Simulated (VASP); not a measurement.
A run of VASP 6.6.1:

Contents of INCAR:

```
ALGO     = Normal         # electronic algorithm
EDIFF    = 1E-8           # SCF threshold, eV
ENCUT    = 520            # plane-wave cutoff, eV
GGA      = CA             # functional
IBRION   = 8              # ionic algorithm
ISIF     = 2              # what is computed and relaxed
ISMEAR   = 0              # smearing method
LASPH    = True           # aspherical terms in the spheres
LCHARG   = False          # write CHGCAR
LEPSILON = True           # dielectric tensor by DFPT
LREAL    = False          # projectors in reciprocal space
LWAVE    = False          # write WAVECAR
NELM     = 60             # most SCF steps
NSW      = 1              # ionic steps
PREC     = Accurate       # precision mode
SIGMA    = 0.01           # smearing width, eV
```

The input KPOINTS:

```
k-points
0
Gamma
  10 10 10
```

The input POSCAR:

```
BAs
1.0
    0.0000000000      2.3232796409      2.3232796409
    2.3232796409      0.0000000000      2.3232796409
    2.3232796409      2.3232796409      0.0000000000
B As
1 1
Direct
    0.0000000000      0.0000000000      0.0000000000
    0.7500000000      0.7500000000      0.7500000000
```

Potentials or basis: VASP PAW LDA potentials, release 64 (B, As).

The run is started by

```sh
$ cat potpaw_LDA.64/B/POTCAR potpaw_LDA.64/As/POTCAR > POTCAR
$ mpirun -np 1 vasp_std > vasp.out
```

Hardware: 1 thread of AMD EPYC 7R13 (shared host).

Q: How long does it take, and how much memory?

A: Wall time 5.4 min on 1 thread of AMD EPYC 7R13, on a shared host, peak memory 0.19 GiB. Counts: scf iterations 117, k points 47.
